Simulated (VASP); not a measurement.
Input of a VASP 6.6.1 run:

The input INCAR:

```
SYSTEM = Al2O3
ALGO = Normal
EDIFF = 1E-6
ENCUT = 600
GGA = PS
GGA_COMPAT = .False.
ISIF = 2
ISMEAR = -1
LASPH = .True.
LCHARG = .False.
LREAL = .False.
LWAVE = .False.
NBANDS = 20
NELM = 120
PREC = Accurate
SIGMA = 0.05
```

KPOINTS

```
k-points
0
Gamma
  11 11 3
  0 0 0
```

POSCAR

```
Al2O3
1.0
    2.8622660450      0.0000000000      0.0000000000
   -1.4311330225      2.4787951073      0.0000000000
    0.0000000000      0.0000000000      9.3371263295
Al O
2 3
Direct
    0.0000000000      0.0000000000      0.8515125197
    0.0000000000      0.0000000000      0.1484874803
    0.3333333333      0.6666666667      0.7788317976
    0.6666666667      0.3333333333      0.0000000000
    0.3333333333      0.6666666667      0.2211682024
```

Potentials or basis: VASP PAW PBE potentials, release 64 (Al, O).

Command:

```console
$ cat potpaw_PBE.64/Al/POTCAR potpaw_PBE.64/O/POTCAR > POTCAR
$ mpirun -np 1 vasp_std > vasp.out
```

Question: What does it give for the band gap on the k mesh?

Answer: 4.91 eV (least direct gap 5.16 eV).

Question: Estimate the pressure.

Answer: 0.0 GPa.

Question: Predict the largest force.

Answer: 0.030 eV/Å.

Forces on the atoms (eV/Å):
```
Al   0.000  0.000 -0.030
Al   0.000  0.000  0.030
O    0.000  0.000  0.018
O    0.000  0.000  0.000
O    0.000  0.000 -0.018
```

Caveat: the PAW data sets were made with another functional, which shifts forces and pressure a little; an odd mesh through Γ misses points on the zone boundary, where band edges can lie.
